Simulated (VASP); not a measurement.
# MgHg2O3 (P-3m1) in VASP: relaxation of cell and atoms with r2SCAN+rVV10

Aim: the relaxation of cell and atoms of MgHg2O3 with r2SCAN+rVV10.

Program: VASP 6.6.1. These are calculated values, not measurements. Logs are shortened: lines on timing, memory, paths and dates and some standing lists are left out, and cuts for length are marked.

## 1. The cell of the first run

The structure is trigonal, space group P-3m1 (No. 164). The conventional cell has a = 3.231 Å, b = 3.231 Å, c = 8.315 Å, α = 90.00°, β = 90.00°, γ = 120.00°. Within 2.9 Å of Mg (site symmetry -3m) lie 6 O at 2.16 Å. Within 3.3 Å of Hg (site symmetry 3m) lie 6 O at 2.39 to 2.43 Å and 6 Hg at 3.23 Å and 3 Mg at 3.25 Å. Within 2.9 Å of O (site symmetry 3m) lie 3 Mg at 2.16 Å and 3 Hg at 2.43 Å and 3 O at 2.87 Å. O (site symmetry -3m) has 6 Hg at 2.39 Å and 6 O at 3.23 Å within 3.3 Å.

## 2. Relaxation of cell and atoms, r2SCAN+rVV10

File POSCAR:

```
MgHg2O3
1.0
    3.2308062691      0.0000000000      0.0000000000
   -1.6154031346      2.7979603038      0.0000000000
    0.0000000000      0.0000000000      8.3148083959
Mg Hg O
1 2 3
Direct
    0.0000000000      0.0000000000      0.0000000000
    0.3333333333      0.6666666667      0.6805508232
    0.6666666667      0.3333333333      0.3194491768
    0.3333333333      0.6666666667      0.1313901106
    0.6666666667      0.3333333333      0.8686098894
    0.0000000000      0.0000000000      0.5000000000
```

File INCAR.step1:

```
SYSTEM = MgHg2O3
ALGO = Normal ; EDIFF = 1E-5
EDIFFG = -0.005 ; ENCUT = 660
GGA = PE ; GGA_COMPAT = .False.
IBRION = 2 ; ISIF = 3
ISMEAR = -1 ; LASPH = .True.
LCHARG = .False. ; LREAL = .False.
LWAVE = .True. ; NELM = 120
NELMIN = 4 ; NSW = 100
PREC = Accurate ; SIGMA = 0.03
```

File INCAR.step2:

```
SYSTEM = MgHg2O3
ALGO = Normal ; BPARAM = 11.95
CPARAM = 0.0093 ; EDIFF = 1E-7
EDIFFG = -0.01 ; ENCUT = 660
GGA_COMPAT = .False. ; IBRION = 2
ISIF = 3 ; ISMEAR = -1
ISTART = 1 ; IVDW_NL = 2
LASPH = .True. ; LCHARG = .False.
LMIXTAU = .True. ; LREAL = .False.
LUSE_VDW = .True. ; LWAVE = .False.
METAGGA = R2SCAN ; NELM = 120
NELMIN = 4 ; NSW = 100
PREC = Accurate ; SIGMA = 0.03
```

File KPOINTS:

```
k-points
0
Gamma
  12 12 4
  0 0 0
```

Potentials or basis: VASP PAW PBE potentials, release 64 (Mg, Hg, O).

Launch:

```console
$ cat potpaw_PBE.64/Mg/POTCAR potpaw_PBE.64/Hg/POTCAR potpaw_PBE.64/O/POTCAR > POTCAR
$ cp INCAR.step1 INCAR
$ mpirun -np 1 vasp_std > vasp.out
$ cp INCAR.step2 INCAR
$ mpirun -np 1 vasp_std > vasp.out
```

OUTCAR:

```text
SYSTEM = MgHg2O3
   BPARAM = 11.95
   EDIFF = 1E-7
   EDIFFG = -0.01
   ENCUT = 660
   IBRION = 2
   ISIF = 3
   ISMEAR = -1
   ISTART = 1
   IVDW_NL = 2
   LASPH = .True.
   LREAL = .False.
   METAGGA = R2SCAN
   NELM = 120
   NELMIN = 4
   NSW = 100
   PREC = Accurate

 ion  position               nearest neighbor table
   1  0.000  0.000  0.000-   4 2.16   5 2.16   5 2.16   4 2.16   5 2.16   4 2.16   2 3.25   3 3.25
                             2 3.25   3 3.25   3 3.25   2 3.25
   2  0.333  0.667  0.681-   6 2.39   6 2.39   6 2.39   5 2.43   5 2.43   5 2.43   1 3.25   1 3.25
                             1 3.25   3 3.53   3 3.53   3 3.53
   3  0.667  0.333  0.319-   6 2.39   6 2.39   6 2.39   4 2.43   4 2.43   4 2.43   1 3.25   1 3.25
                             1 3.25   2 3.53   2 3.53   2 3.53
   4  0.333  0.667  0.131-   1 2.16   1 2.16   1 2.16   3 2.43   3 2.43   3 2.43
   5  0.667  0.333  0.869-   1 2.16   1 2.16   1 2.16   2 2.43   2 2.43   2 2.43
   6  0.000  0.000  0.500-   2 2.39   3 2.39   3 2.39   2 2.39   3 2.39   2 2.39

  LATTYP: Found a hexagonal cell.
 ALAT       =     3.2308062691
 C/A-ratio  =     2.5736016658

  Lattice vectors:

 A1 = (   3.2308062691,   0.0000000000,   0.0000000000)
 A2 = (  -1.6154031346,   2.7979603038,   0.0000000000)
 A3 = (   0.0000000000,   0.0000000000,   8.3148083959)

Analysis of symmetry for initial positions (statically):
=====================================================================
 Subroutine PRICEL returns:
 Original cell was already a primitive cell.

 Routine SETGRP: Setting up the symmetry group for a
 hexagonal supercell.

 Subroutine GETGRP returns: Found 12 space group operations
 (whereof 12 operations were pure point group operations)
 out of a pool of 24 trial point group operations.

The static configuration has the point symmetry D_3d.

Analysis of symmetry for dynamics (positions and initial velocities):
=====================================================================
 Subroutine PRICEL returns:
 Original cell was already a primitive cell.

 Routine SETGRP: Setting up the symmetry group for a
 hexagonal supercell.

 Subroutine GETGRP returns: Found 12 space group operations
 (whereof 12 operations were pure point group operations)
 out of a pool of 24 trial point group operations.

The dynamic configuration has the point symmetry D_3d.

 Subroutine INISYM returns: Found 12 space group operations
 (whereof 12 operations are pure point group operations),
 and found     1 'primitive' translations

----------------------------------------------------------------------------------------

                                     Primitive cell

  volume of cell :      75.1631

  direct lattice vectors                    reciprocal lattice vectors
     3.230806269  0.000000000  0.000000000     0.309520261  0.178701606  0.000000000
    -1.615403135  2.797960304  0.000000000     0.000000000  0.357403212  0.000000000
     0.000000000  0.000000000  8.314808396     0.000000000  0.000000000  0.120267353

  length of vectors
     3.230806269  3.230806269  8.314808396     0.357403212  0.357403212  0.120267353

  position of ions in fractional coordinates (direct lattice)
     0.000000000  0.000000000  0.000000000
     0.333333333  0.666666667  0.680550823
     0.666666667  0.333333333  0.319449177
     0.333333333  0.666666667  0.131390111
     0.666666667  0.333333333  0.868609889
     0.000000000  0.000000000  0.500000000

  ion indices of the primitive-cell ions
   primitive index   ion index
                 1           1
                 2           2
                 3           3
                 4           4
                 5           5
                 6           6

----------------------------------------------------------------------------------------

 KPOINTS: k-points

Automatic generation of k-mesh.
 Grid dimensions read from file:
 generate k-points for:   12   12    4

 Generating k-lattice:

  Cartesian coordinates                     Fractional coordinates (reciprocal lattice)
     0.025793355  0.014891801  0.000000000     0.083333333  0.000000000  0.000000000
     0.000000000  0.029783601  0.000000000     0.000000000  0.083333333  0.000000000
     0.000000000  0.000000000  0.030066838     0.000000000  0.000000000  0.250000000

  Length of vectors
     0.029783601  0.029783601  0.030066838

  Shift w.r.t. Gamma in fractional coordinates (k-lattice)
     0.000000000  0.000000000  0.000000000

 Subroutine IBZKPT returns following result:
 ===========================================

 Found     69 irreducible k-points:

 Following reciprocal coordinates:
            Coordinates               Weight
  0.000000  0.000000  0.000000      1.000000
  0.083333  0.000000  0.000000      6.000000
  0.166667  0.000000  0.000000      6.000000
  0.250000  0.000000  0.000000      6.000000
  0.333333 -0.000000  0.000000      6.000000
  0.416667  0.000000  0.000000      6.000000
[... 16 lines left out ...]
  0.166667  0.000000  0.250000      6.000000
  0.000000  0.166667  0.250000      6.000000
 [... further k-points ...]
   k-points           NKPTS =     69   k-points in BZ     NKDIM =     69   number of bands    NBANDS=     26
   number of dos      NEDOS =    301   number of ions     NIONS =      6
   total plane-waves  NPLWV =  54880
   dimension x,y,z NGX =    28 NGY =   28 NGZ =   70
   dimension x,y,z NGXF=    56 NGYF=   56 NGZF=  140
   ions per type =               1   2   3
   NGX,Y,Z   is equivalent  to a cutoff of  14.41, 14.41, 14.00 a.u.
   NGXF,Y,Z  is equivalent  to a cutoff of  28.82, 28.82, 27.99 a.u.
 SYSTEM =  MgHg2O3
   PREC   = accura    normal or accurate (medium, high low for compatibility)
   ISTART =      1    job   : 0-new  1-cont  2-samecut
   ICHARG =      0    charge: 1-file 2-atom 10-const
   ISPIN  =      1    spin polarized calculation?
   LNONCOLLINEAR =      F non collinear calculations
   LSORBIT =      F    spin-orbit coupling
   LASPH  =      T    aspherical Exc in radial PAW
   ENCUT  =  660.0 eV  48.51 Ry    6.96 a.u.   6.77  6.77 17.42*2*pi/ulx,y,z
   NELM   =    120;   NELMIN=  4; NELMDL=  0     # of ELM steps
   EDIFF  = 0.1E-06   stopping-criterion for ELM
   LREAL  =      F    real-space projection
   EDIFFG = -.1E-01   stopping-criterion for IOM
   NSW    =    100    number of steps for IOM
   IBRION =      2    ionic relax: 0-MD 1-quasi-New 2-CG
   NFREE  =      1    steps in history (QN), initial steepest desc. (CG)
   ISIF   =      3    stress and relaxation
   ISYM   =      2    0-nonsym 1-usesym 2-fastsym
   POTIM  = 0.5000    time-step for ionic-motion
   TEBEG  =    0.0;   TEEND  =   0.0 temperature during run
   PSTRESS=    0.0 pullay stress
   NELECT =      44.0000    total number of electrons
   NUPDOWN=      -1.0000    fix difference up-down
   EMIN   =  10.00;   EMAX   =-10.00  energy-range for DOS
   EFERMI =   0.00;   METHOD = LEGACY
   ISMEAR =    -1;   SIGMA  =   0.03  broadening in eV -4-tet -1-fermi 0-gaus
   EFERMI_NEDOS =   21; number of points for ismear=-14 and -15
   IALGO  =     38    algorithm
   IMIX   =      4    mixing-type and parameters
     AMIX     =   0.40;   BMIX     =  1.00
     AMIX_MAG =   1.60;   BMIX_MAG =  1.00
  volume/ion in A,a.u.               =      12.53        84.54
  Fermi-wavevector in a.u.,A,eV,Ry     =   1.369486  2.587953 25.517603  1.875491
  Thomas-Fermi vector in A             =   2.495357
   LORBIT       =      0    0 simple, 1 ext, 2 COOP (PROOUT), +10 PAW based schemes
   METAGGA = R2SCAN    functional components
   LHFCALC =     F    Hartree Fock is set to
   AEXX    =    0.0000 exact exchange contribution
   IVDW_NL    =     2    kernel type
   BPARAM     =11.9500
   IVDW    =     0    specifies the selected vdW correction
   LEPSILON=     F    determine dielectric tensor
   LRPA    =     F    only Hartree local field effects (RPA)
 conjugate gradient relaxation of ions
 non-spin polarized calculation
  energy-cutoff  :      660.00
  volume of cell :       75.16
 maximum number of plane-waves:      2916
   NGX = 13   NGY = 13   NGZ = 35

--------------------------------------- Ionic step        1  -------------------------------------------

 number of electron      43.9999998 magnetization

 Free energy of the ion-electron system (eV)
  ---------------------------------------------------
  ext. energy  EPLUGINS =         0.00000000
  ---------------------------------------------------
  free energy    TOTEN  =      -126.13746475 eV

  energy without entropy =     -126.13531284  energy(sigma->0) =     -126.13638879

------------------------ aborting loop because EDIFF is reached ----------------------------------------

  FORCE on cell =-STRESS in cart. coord.  units (eV):
  Direction    XX          YY          ZZ          XY          YZ          ZX
  --------------------------------------------------------------------------------------
  -------------------------------------------------------------------------------------
  Total        0.2508985      0.2508985      0.6411367     -0.0000000      0.0000000      0.0000000
  in kB        5.3481534      5.3481534     13.6664749     -0.0000000      0.0000000      0.0000000
  external PRESSURE =       8.1209272 kB  Pullay stress =       0.0000000 kB
[... 225 lines left out ...]
  energy  without entropy=     -126.1400228820  energy(sigma->0) =     -126.14115667

--------------------------------------- Ionic step        7  -------------------------------------------

 number of electron      44.0000000 magnetization

 Free energy of the ion-electron system (eV)
  ---------------------------------------------------
  ext. energy  EPLUGINS =         0.00000000
  ---------------------------------------------------
  free energy    TOTEN  =      -126.14246527 eV

  energy without entropy =     -126.14021646  energy(sigma->0) =     -126.14134086

 E-fermi :   2.5671     XC(G=0): -12.0976

 val. band max:        2.5626785101   @ k =   0.0833   0.0000   0.0000
 cond. band min:       2.5698060694   @ k =   0.0000   0.0000   0.2500
 fundamental gap:      0.0071275594
 Fermi energy:         2.5671193513

 k-point     1 :       0.0000    0.0000    0.0000
  band No.  band energies     occupation
      1     -16.1672      2.00000
      2     -15.7541      2.00000
      3     -15.1591      2.00000
      4      -4.9561      2.00000
      5      -4.1501      2.00000
      6      -3.8424      2.00000
[... 685 lines left out ...]
     25       8.9591      0.00000
     26      11.1287      0.00000

 [... further k-points ...]
[... 5 lines left out ...]
  --------------------------------------------------------------------------------------
  -------------------------------------------------------------------------------------
  Total       -0.0070565     -0.0070565      0.0125764      0.0000000     -0.0000000      0.0000000
  in kB       -0.1498963     -0.1498963      0.2671514      0.0000000     -0.0000000      0.0000000
  external PRESSURE =      -0.0108804 kB  Pullay stress =       0.0000000 kB
[... 21 lines left out ...]
  FREE ENERGIE OF THE ION-ELECTRON SYSTEM (eV)
  ---------------------------------------------------
  free  energy   TOTEN  =      -126.1424652650 eV

  energy  without entropy=     -126.1402164636  energy(sigma->0) =     -126.14134086

 reached required accuracy - stopping structural energy minimisation
```

Run time: 2.7 h. Hardware: 1 thread of AMD EPYC 7R13, shared host; peak memory 0.55 GiB.

What came out:

```yaml
Free_energy: -126.1425 eV
Relaxed_volume: 12.57 Å³/atom
Relaxed_cell: a = 3.226 Å, b = 3.226 Å, c = 8.369 Å, α = 90.00°, β = 90.00°, γ = 120.00°
Space_group_after_relaxing_to_0.1_Å: P-3m1 (No. 164)
Energy_gained_by_relaxing: 0.8 meV/atom
Ionic_steps: 7
Pressure_after_relaxing: 0.0 GPa
Band_gap_on_the_k_mesh: zero (bands 22 and 23 overlap by 0.30 eV)
```

Forces in eV/Å, atoms in the order of the input:
```
Mg   0.000  0.000  0.000
Hg   0.000  0.000 -0.002
Hg   0.000  0.000  0.002
O    0.000  0.000  0.002
O    0.000  0.000 -0.002
O    0.000  0.000  0.000
```

The path:
```
step  energy change (eV)  largest force (eV/Å)  pressure (GPa)  volume (Å³)
   1              0.0000                0.1869            0.81        75.16
   2             -0.0030                0.0523           -0.69        75.86
   3             -0.0031                0.0756           -0.43        75.73
   4             -0.0045                0.0448           -0.16        75.55
   5             -0.0048                0.0477            0.03        75.42
   6             -0.0048                0.0479            0.05        75.41
   7             -0.0050                0.0025            0.00        75.42
```

Final structure:
```cif
data_structure
_symmetry_space_group_name_H-M 'P 1'
_symmetry_Int_Tables_number 1
_cell_length_a 3.2259
_cell_length_b 3.2259
_cell_length_c 8.3693
_cell_angle_alpha 90.000
_cell_angle_beta 90.000
_cell_angle_gamma 120.000
_cell_volume 75.42
loop_
_atom_site_label
_atom_site_type_symbol
_atom_site_fract_x
_atom_site_fract_y
_atom_site_fract_z
_atom_site_occupancy
Mg1 Mg 0.00000 0.00000 0.00000 1
Hg1 Hg 0.33333 0.66667 0.68135 1
Hg2 Hg 0.66667 0.33333 0.31865 1
O1 O 0.33333 0.66667 0.12933 1
O2 O 0.66667 0.33333 0.87067 1
O3 O 0.00000 0.00000 0.50000 1
```

Caveat: semilocal functionals underestimate gaps, and a narrow one can read as zero; the PAW data sets were made with another functional, which shifts forces and pressure a little; spin-orbit coupling is left out, which moves the levels of the heavy elements.
